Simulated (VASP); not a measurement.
# NaF in VASP: a series of runs, part 2 of 2

VASP 6.6.1.

### 4 Electric field gradients, LDA (zz strain of -2 %)

The input, INCAR:

```
ALGO = Normal ; EDIFF = 1E-8
ENCUT = 520 ; ISIF = 2
ISMEAR = -1 ; LASPH = True
LCHARG = False ; LEFG = True
LREAL = False ; LWAVE = False
NBANDS = 14 ; NELM = 60
PREC = Accurate ; SIGMA = 0.02
```

The input, KPOINTS:

```
k-points
0
Gamma
  10 10 10
```

The input, POSCAR:

```
NaF
1.0
    0.0000000000      2.3233000000      2.2768340000
    2.3233000000      0.0000000000      2.2768340000
    2.3233000000      2.3233000000      0.0000000000
Na F
1 1
Direct
    0.0000000000      0.0000000000      0.0000000000
    0.5000000000      0.5000000000      0.5000000000
```

Potentials or basis: VASP PAW LDA potentials, release 64 (Na_pv, F).

The run is started by

```bash
> cat potpaw_LDA.64/Na_pv/POTCAR potpaw_LDA.64/F/POTCAR > POTCAR
> mpirun -np 1 vasp_std > vasp.out
```

OUTCAR:

```text
EDIFF = 1E-8
   ENCUT = 520
   ISIF = 2
   ISMEAR = -1
   LASPH = True
   LREAL = False
   NELM = 60
   PREC = Accurate

 ion  position               nearest neighbor table
   1  0.000  0.000  0.000-   2 2.28   2 2.28   2 2.32   2 2.32   2 2.32   2 2.32
   2  0.500  0.500  0.500-   1 2.28   1 2.28   1 2.32   1 2.32   1 2.32   1 2.32

  LATTYP: Found a body centered tetragonal cell.
 ALAT       =     3.2856423695
 C/A-ratio  =     1.3859292911

  Lattice vectors:

 A1 = (   0.0000000000,  -2.3233000000,  -2.2768340000)
 A2 = (   0.0000000000,   2.3233000000,  -2.2768340000)
 A3 = (   2.3233000000,   0.0000000000,   2.2768340000)

Analysis of symmetry for initial positions (statically):
[... 618 lines left out ...]

  energy  without entropy=       -9.3109399708  energy(sigma->0) =       -9.31093997

 Electric field gradients (V/A^2)
---------------------------------------------------------------------
 ion       V_xx      V_yy      V_zz      V_xy      V_xz      V_yz
---------------------------------------------------------------------
   1       1.538     1.538    -3.077     0.001     0.002     0.002
   2       0.874     0.874    -1.748     0.006     0.009     0.009
---------------------------------------------------------------------

 Electric field gradients after diagonalization (V/A^2)
 (convention: |V_zz| > |V_xx| > |V_yy|)
----------------------------------------------------------------------
 ion       V_xx      V_yy      V_zz     asymmetry (V_yy - V_xx)/ V_zz
----------------------------------------------------------------------
   1       1.539     1.538    -3.077       0.000
   2       0.880     0.868    -1.748       0.007
----------------------------------------------------------------------

           NMR quadrupolar parameters

 Cq : quadrupolar parameter    Cq=e*Q*V_zz/h
 eta: asymmetry parameters     (V_yy - V_xx)/ V_zz
 Q  : nuclear electric quadrupole moment in mb (millibarn)
----------------------------------------------------------------------
 ion       Cq(MHz)       eta       Q (mb)
----------------------------------------------------------------------
   1      -0.007       0.000       1.000
   2      -0.004       0.007       1.000
----------------------------------------------------------------------
```

Run time: 13 s. Hardware: 1 thread of Intel Xeon Platinum 8488C (Sapphire Rapids), shared host; peak memory 0.14 GiB.

What came out:

```
Free energy            : -9.3109 eV
Pressure               : -3.8 GPa
Band gap on the k mesh : 6.02 eV, direct
```

Levels at points of the mesh, in eV from the valence-band top:
```tsv
k point	band 5	band 6	band 7	band 8	band 9	band 10
(0.00, 0.00, 0.00)	0.00	0.00	0.00	6.02	18.57	18.57
(0.50, 0.00, 0.00)	-1.69	-0.28	-0.26	10.45	12.19	19.60
(0.50, 0.50, 0.00)	-1.32	-0.45	-0.45	12.75	13.03	13.41
(0.50, 0.00, 0.50)	-1.36	-0.43	-0.40	12.76	12.95	13.33
```

Electric field gradients, principal values (V/Å²):
| atom | least | middle | greatest (by size) |
| --- | --- | --- | --- |
| 1 Na | 1.538 | 1.539 | -3.077 |
| 2 F | 0.868 | 0.880 | -1.748 |

Caveat: the cell differs from its parent crystal (zz strain of -2 %); without QUAD_EFG the Cq values of the log hold for a quadrupole moment of 1 mb, not for the nuclei. A k mesh can miss the band edges.

### 5 Electric field gradients, LDA (zz strain of -1 %)

The input, INCAR:

```
  ALGO = Normal
  EDIFF = 1E-8
  ENCUT = 520
  ISIF = 2
  ISMEAR = -1
  LASPH = True
  LCHARG = False
  LEFG = True
  LREAL = False
  LWAVE = False
  NBANDS = 14
  NELM = 80
  PREC = Accurate
  SIGMA = 0.02
```

KPOINTS is that of step 4.

The input, POSCAR:

```
NaF
1.0
    0.0000000000      2.3233000000      2.3000670000
    2.3233000000      0.0000000000      2.3000670000
    2.3233000000      2.3233000000      0.0000000000
Na F
1 1
Direct
    0.0000000000      0.0000000000      0.0000000000
    0.5000000000      0.5000000000      0.5000000000
```

Potentials or basis: VASP PAW LDA potentials, release 64 (Na_pv, F).

The run is started by

```bash
> cat potpaw_LDA.64/Na_pv/POTCAR potpaw_LDA.64/F/POTCAR > POTCAR
> mpirun -np 1 vasp_std > vasp.out
```

OUTCAR:

```text
EDIFF = 1E-8
   ENCUT = 520
   ISIF = 2
   ISMEAR = -1
   LASPH = True
   LREAL = False
   NELM = 80
   PREC = Accurate

 ion  position               nearest neighbor table
   1  0.000  0.000  0.000-   2 2.30   2 2.30   2 2.32   2 2.32   2 2.32   2 2.32
   2  0.500  0.500  0.500-   1 2.30   1 2.30   1 2.32   1 2.32   1 2.32   1 2.32

  LATTYP: Found a body centered tetragonal cell.
 ALAT       =     3.2856423695
 C/A-ratio  =     1.4000714267

  Lattice vectors:

 A1 = (   0.0000000000,  -2.3233000000,  -2.3000670000)
 A2 = (   0.0000000000,   2.3233000000,  -2.3000670000)
 A3 = (   2.3233000000,   0.0000000000,   2.3000670000)

Analysis of symmetry for initial positions (statically):
[... 618 lines left out ...]

  energy  without entropy=       -9.3060986647  energy(sigma->0) =       -9.30609866

 Electric field gradients (V/A^2)
---------------------------------------------------------------------
 ion       V_xx      V_yy      V_zz      V_xy      V_xz      V_yz
---------------------------------------------------------------------
   1       0.743     0.743    -1.486     0.001     0.002     0.002
   2       0.410     0.410    -0.820     0.007     0.009     0.009
---------------------------------------------------------------------

 Electric field gradients after diagonalization (V/A^2)
 (convention: |V_zz| > |V_xx| > |V_yy|)
----------------------------------------------------------------------
 ion       V_xx      V_yy      V_zz     asymmetry (V_yy - V_xx)/ V_zz
----------------------------------------------------------------------
   1       0.744     0.742    -1.486       0.001
   2       0.417     0.403    -0.820       0.018
----------------------------------------------------------------------

           NMR quadrupolar parameters

 Cq : quadrupolar parameter    Cq=e*Q*V_zz/h
 eta: asymmetry parameters     (V_yy - V_xx)/ V_zz
 Q  : nuclear electric quadrupole moment in mb (millibarn)
----------------------------------------------------------------------
 ion       Cq(MHz)       eta       Q (mb)
----------------------------------------------------------------------
   1      -0.004       0.001       1.000
   2      -0.002       0.018       1.000
----------------------------------------------------------------------
```

OSZICAR:

```text
N       E                     dE             d eps       ncg     rms          rms(c)
DAV:   1     0.104728670739E+03    0.10473E+03   -0.76929E+03  2900   0.120E+03
DAV:   2    -0.494540894964E+01   -0.10967E+03   -0.10208E+03  3174   0.335E+02
DAV:   3    -0.101164290345E+02   -0.51710E+01   -0.51607E+01  3546   0.665E+01
DAV:   4    -0.101557676675E+02   -0.39339E-01   -0.39337E-01  3150   0.626E+00
DAV:   5    -0.101561363241E+02   -0.36866E-03   -0.36866E-03  3636   0.603E-01    0.508E+00
DAV:   6    -0.935180138656E+01    0.80433E+00   -0.28376E+00  3372   0.149E+01    0.181E+00
DAV:   7    -0.932201355159E+01    0.29788E-01   -0.36172E-02  2982   0.198E+00    0.978E-01
DAV:   8    -0.930612721564E+01    0.15886E-01   -0.23484E-02  3188   0.328E+00    0.144E-01
DAV:   9    -0.930620672181E+01   -0.79506E-04   -0.23047E-03  3612   0.451E-01    0.106E-01
DAV:  10    -0.930609962613E+01    0.10710E-03   -0.55083E-04  3174   0.199E-01    0.718E-03
DAV:  11    -0.930609872742E+01    0.89871E-06   -0.14021E-05  3412   0.849E-02    0.244E-03
DAV:  12    -0.930609866999E+01    0.57432E-07   -0.11873E-06  3296   0.131E-02    0.968E-04
DAV:  13    -0.930609867299E+01   -0.30032E-08   -0.17515E-07  3480   0.364E-03    0.765E-04
DAV:  14    -0.930609866473E+01    0.82625E-08   -0.31343E-08  2556   0.176E-03
   1 F= -.93060987E+01 E0= -.93060987E+01  d E =-.232586E-13
```

Wall time 14 s (1 thread of Intel Xeon Platinum 8488C (Sapphire Rapids), shared host); peak memory 0.14 GiB.

What came out:

- Free energy: -9.3061 eV
- Pressure: -4.3 GPa
- Band gap on the k mesh: 5.96 eV, direct

Electric field gradients, principal values (V/Å²):
```tsv
atom	least	middle	greatest (by size)
1 Na	0.742	0.744	-1.486
2 F	0.403	0.417	-0.820
```

Caveat: the cell differs from its parent crystal (zz strain of -1 %); without QUAD_EFG the Cq values of the log hold for a quadrupole moment of 1 mb, not for the nuclei.

### 6 The runs side by side

```csv
cell,gap on the mesh (eV),pressure (GPa)
"a = 3.319 Å, angles 58.7°, 2 atoms",5.88,-4.7
"a = 3.253, b = 3.253, c = 3.286 Å, angles 59.7, 59.7, 60.7°, 2 atoms",6.02,-3.8
"a = 3.269, b = 3.269, c = 3.286 Å, angles 59.8, 59.8, 60.3°, 2 atoms",5.96,-4.3
```

Alike in all rows: task electric field gradients; level LDA; potentials or basis VASP PAW LDA potentials, release 64 (Na_pv, F); no spin polarisation; k mesh 10 × 10 × 10; cutoff (eV) 520; smearing fermi-dirac 0.02 eV.

Total energies depend on the potentials used, so only differences within one code and one set of settings carry meaning.
